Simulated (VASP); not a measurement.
A run of VASP 6.6.1 is set up as follows.

POSCAR

```
CuO
1.0
    3.2880244300      0.0000000000      0.0000000000
   -1.6440122100      2.8475126800      0.0000000000
    0.0000000000      0.0000000000      5.3850248600
Cu O
2 2
Direct
    0.6666666667      0.3333333333      0.0000000000
    0.3333333333      0.6666666667      0.5000000000
    0.6666666667      0.3333333333      0.6252000000
    0.3333333333      0.6666666667      0.1252000000
```

Contents of INCAR.step1:

```
PREC     = Accurate       # precision mode
ENCUT    = 520            # plane-wave cutoff, eV
ISMEAR   = -1             # smearing method
SIGMA    = 0.05           # smearing width, eV
LREAL    = False          # projectors in reciprocal space
LASPH    = True           # aspherical terms in the spheres
NELM     = 150            # most SCF steps
LMAXMIX  = 4              # l up to which the mixer works
LDAU     = True           # DFT+U
LDAUTYPE = 2            
LDAUL    = 2 -1           # shell
LDAUU    = 4.5 0          # U, eV
LDAUJ    = 0 0          
NBANDS   = 25             # bands
GGA      = PE             # functional
ALGO     = Normal         # electronic algorithm
EDIFF    = 1E-4           # SCF threshold, eV
LWAVE    = True           # write WAVECAR
LCHARG   = False          # write CHGCAR
```

Contents of INCAR.step2:

```
PREC     = Accurate       # precision mode
ENCUT    = 520            # plane-wave cutoff, eV
EDIFF    = 1E-6           # SCF threshold, eV
ISMEAR   = -1             # smearing method
SIGMA    = 0.05           # smearing width, eV
LREAL    = False          # projectors in reciprocal space
LASPH    = True           # aspherical terms in the spheres
NELM     = 150            # most SCF steps
ALGO     = Normal         # electronic algorithm
ISIF     = 2              # what is computed and relaxed
LWAVE    = False          # write WAVECAR
LCHARG   = True           # write CHGCAR
LMAXMIX  = 4              # l up to which the mixer works
LDAU     = True           # DFT+U
LDAUTYPE = 2            
LDAUL    = 2 -1           # shell
LDAUU    = 4.5 0          # U, eV
LDAUJ    = 0 0          
LDAUPRINT= 1            
METAGGA  = R2SCAN         # meta-GGA
LMIXTAU  = True         
LELF     = True           # ELF
LVHAR    = True         
NBANDS   = 25             # bands
ISTART   = 1
```

Contents of KPOINTS:

```
Automatic mesh
0
Gamma
  9 9 5
```

Potentials or basis: VASP PAW PBE potentials, release 64 (Cu, O).

Run with:

```console
$ cat potpaw_PBE.64/Cu/POTCAR potpaw_PBE.64/O/POTCAR > POTCAR
$ cp INCAR.step1 INCAR
$ mpirun -np 1 vasp_std > vasp.out
$ cp INCAR.step2 INCAR
$ mpirun -np 1 vasp_std > vasp.out
```

(1) What does it give for the pressure?

(2) What does it give for the band gap on the k mesh?

Results:

(1) -15.2 GPa.

(2) zero (bands 17 and 18 overlap by 1.48 eV).

Caveat: the cell stands under tension; the PAW data sets were made with another functional, which shifts forces and pressure a little; U without spin polarisation on a metal has little footing.
